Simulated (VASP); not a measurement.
# BN (P1) in VASP: a series of runs, part 2 of 2

VASP 6.6.1. The steps go on from the part before.

### 3 Single point, PBE

INCAR

```
SYSTEM = BN
ALGO = Normal
EDIFF = 1E-7
ENCUT = 520
GGA = PE
ISIF = 2
ISMEAR = 0
LASPH = .True.
LCHARG = .True.
LELF = .True.
LREAL = .False.
LVHAR = .True.
LWAVE = .False.
NBANDS = 36
NELM = 80
PREC = Accurate
SIGMA = 0.05
```

KPOINTS

```
k-points
0
Gamma
  10 10 2
  0 0 0
```

POSCAR

```
BN
1.0
    1.8130010000     -1.8130010000      0.0000000000
    1.8130010000      0.0000000000     -1.8130010000
    7.9772044000      6.5268036000      7.2520040000
B N
6 6
Direct
    0.6416800000      0.6666666667      0.0624666667
   -0.3583200000      0.0000000000      0.8958000000
    0.2416800000      0.3333333333      0.2291333333
    0.4416800000      0.6666666667      0.5624666667
   -0.1583200000      0.0000000000      0.3958000000
    0.0416800000      0.3333333333      0.7291333333
    0.4916800000      0.6666666667      0.4374666667
    0.8916800000      1.0000000000      0.2708000000
    0.0916800000      0.3333333333      0.6041333333
    0.2916800000      0.6666666667      0.9374666667
   -0.3083200000      0.0000000000      0.7708000000
    0.2916800000      0.3333333333      0.1041333333
```

Potentials or basis: VASP PAW PBE potentials, release 64 (B, N).

The run is started by

```bash
$ cat potpaw_PBE.64/B/POTCAR potpaw_PBE.64/N/POTCAR > POTCAR
$ mpirun -np 1 vasp_std > vasp.out
```

OUTCAR:

```text
SYSTEM = BN
   EDIFF = 1E-7
   ENCUT = 520
   GGA = PE
   ISIF = 2
   ISMEAR = 0
   LASPH = .True.
   LREAL = .False.
   NELM = 80
   PREC = Accurate

 ion  position               nearest neighbor table
   1  0.642  0.667  0.062-  12 1.57  12 1.57  12 1.57  10 1.88
   2  0.642  0.000  0.896-  11 1.57  10 1.57  10 1.57  10 1.57
   3  0.242  0.333  0.229-  12 1.57   8 1.57   8 1.57   8 1.57
   4  0.442  0.667  0.562-   9 1.57   9 1.57   9 1.57   7 1.57
   5  0.842  0.000  0.396-   8 1.57   7 1.57   7 1.57   7 1.57
   6  0.042  0.333  0.729-   9 1.57  11 1.57  11 1.57  11 1.57
   7  0.492  0.667  0.437-   4 1.57   5 1.57   5 1.57   5 1.57
   8  0.892  0.000  0.271-   5 1.57   3 1.57   3 1.57   3 1.57
   9  0.092  0.333  0.604-   4 1.57   4 1.57   4 1.57   6 1.57
  10  0.292  0.667  0.937-   2 1.57   2 1.57   2 1.57   1 1.88
  11  0.692  0.000  0.771-   2 1.57   6 1.57   6 1.57   6 1.57
  12  0.292  0.333  0.104-   1 1.57   1 1.57   1 1.57   3 1.57

  LATTYP: Found a base centered monoclinic cell.
 ALAT       =     2.5639706028
 B/A-ratio  =     1.7320508076
 C/A-ratio  =     4.9152822910
 COS(beta)  =    -0.0813788459
[... 1142 lines left out ...]
     36      19.0672      0.00000

 [... further k-points ...]

------------------------ aborting loop because EDIFF is reached ----------------------------------------

  FORCE on cell =-STRESS in cart. coord.  units (eV):
  Direction    XX          YY          ZZ          XY          YZ          ZX
  --------------------------------------------------------------------------------------
  -------------------------------------------------------------------------------------
  Total       -5.6597831      1.6452906      4.9348020      2.4049051      4.9910626      0.0515984
  in kB     -126.8045966     36.8619099    110.5617582     53.8806903    111.8222499      1.1560356
  external PRESSURE =       6.8730239 kB  Pullay stress =       0.0000000 kB

 VOLUME and BASIS-vectors are now :
 -----------------------------------------------------------------------------
  energy-cutoff  :      520.00
  volume of cell :       71.51
      direct lattice vectors                 reciprocal lattice vectors
     1.813001000 -1.813001000  0.000000000     0.165471503 -0.386100173  0.165471503
     1.813001000  0.000000000 -1.813001000     0.183857225  0.183857225 -0.367714451
     7.977204400  6.526803600  7.252004000     0.045964306  0.045964306  0.045964306

 POSITION                                       TOTAL-FORCE (eV/Angst)
 -----------------------------------------------------------------------------------
      2.87034     -0.75566     -0.75566        -0.970964      2.099565      0.321281
      8.30935      4.68334      6.49635         0.110452      0.184047     -0.624139
      2.87034      1.05734      1.05734         0.027790      0.204405      0.429694
      6.49635      2.87034      2.87034         0.088047      0.092474      0.090792
      4.68334      1.05734      2.87034         0.080996      0.100410      0.098469
      6.49635      4.68334      4.68334         0.064843      0.103770      0.082207
      5.58984      1.96384      1.96384        -0.093394     -0.092691     -0.088608
      3.77684      0.15084      1.96384        -0.111813     -0.068191     -0.080541
      5.58984      3.77684      3.77684        -0.080847     -0.107105     -0.093759
      9.21585      5.58984      5.58984         0.947580     -2.456867     -1.385286
      7.40285      3.77684      5.58984        -0.034049     -0.341401     -0.193403
      1.96384      0.15084      0.15084        -0.028641      0.281583      1.443291
 -----------------------------------------------------------------------------------
    total drift:                               -0.000099      0.000223     -0.000093

  FREE ENERGIE OF THE ION-ELECTRON SYSTEM (eV)
  ---------------------------------------------------
  free  energy   TOTEN  =      -102.2645720046 eV

  energy  without entropy=     -102.2645720046  energy(sigma->0) =     -102.26457200
```

OSZICAR:

```text
N       E                     dE             d eps       ncg     rms          rms(c)
DAV:   1     0.176666225476E+03    0.17667E+03   -0.25568E+04  7488   0.131E+03
DAV:   2    -0.973867249389E+02   -0.27405E+03   -0.25964E+03  9592   0.300E+02
DAV:   3    -0.108001762035E+03   -0.10615E+02   -0.10556E+02  9912   0.574E+01
DAV:   4    -0.108091720677E+03   -0.89959E-01   -0.89815E-01  9776   0.548E+00
DAV:   5    -0.108093050320E+03   -0.13296E-02   -0.13287E-02  9788   0.601E-01    0.164E+01
DAV:   6    -0.102696551981E+03    0.53965E+01   -0.14762E+01  9372   0.186E+01    0.763E+00
DAV:   7    -0.102347481989E+03    0.34907E+00   -0.88632E-01  9916   0.531E+00    0.471E+00
DAV:   8    -0.102270361707E+03    0.77120E-01   -0.25148E-01  9476   0.284E+00    0.540E-01
DAV:   9    -0.102264228161E+03    0.61335E-02   -0.21933E-02  9304   0.888E-01    0.255E-01
DAV:  10    -0.102264392584E+03   -0.16442E-03   -0.25094E-03  9940   0.298E-01    0.140E-01
DAV:  11    -0.102264553935E+03   -0.16135E-03   -0.69882E-04  9392   0.147E-01    0.286E-02
DAV:  12    -0.102264566495E+03   -0.12560E-04   -0.57830E-05  9920   0.502E-02    0.151E-02
DAV:  13    -0.102264570373E+03   -0.38786E-05   -0.92610E-06 10056   0.224E-02    0.638E-03
DAV:  14    -0.102264571681E+03   -0.13081E-05   -0.22715E-06  9520   0.953E-03    0.244E-03
DAV:  15    -0.102264571992E+03   -0.31078E-06   -0.21151E-07  8256   0.356E-03    0.891E-04
DAV:  16    -0.102264572005E+03   -0.12360E-07   -0.35977E-08  5240   0.152E-03
   1 F= -.10226457E+03 E0= -.10226457E+03  d E =-.588520E-16
```

Wall time 11 min (1 thread of AMD EPYC 7R13, shared host); peak memory 0.28 GiB.

What came out:

```
Free energy            : -102.2646 eV
Pressure               : 0.7 GPa
Largest force          : 2.975 eV/Å
Band gap on the k mesh : 2.43 eV, indirect (least direct gap 3.36 eV)
```

Forces in eV/Å, atoms in the order of the input:
```
B   -0.971  2.100  0.321
B    0.110  0.184 -0.624
B    0.028  0.204  0.430
B    0.088  0.092  0.091
B    0.081  0.100  0.098
B    0.065  0.104  0.082
N   -0.093 -0.093 -0.089
N   -0.112 -0.068 -0.081
N   -0.081 -0.107 -0.094
N    0.948 -2.457 -1.385
N   -0.034 -0.341 -0.193
N   -0.029  0.282  1.443
```

Caveat: forces of over 1 eV/Å act on the atoms, so gaps and moduli don't describe the material at rest.
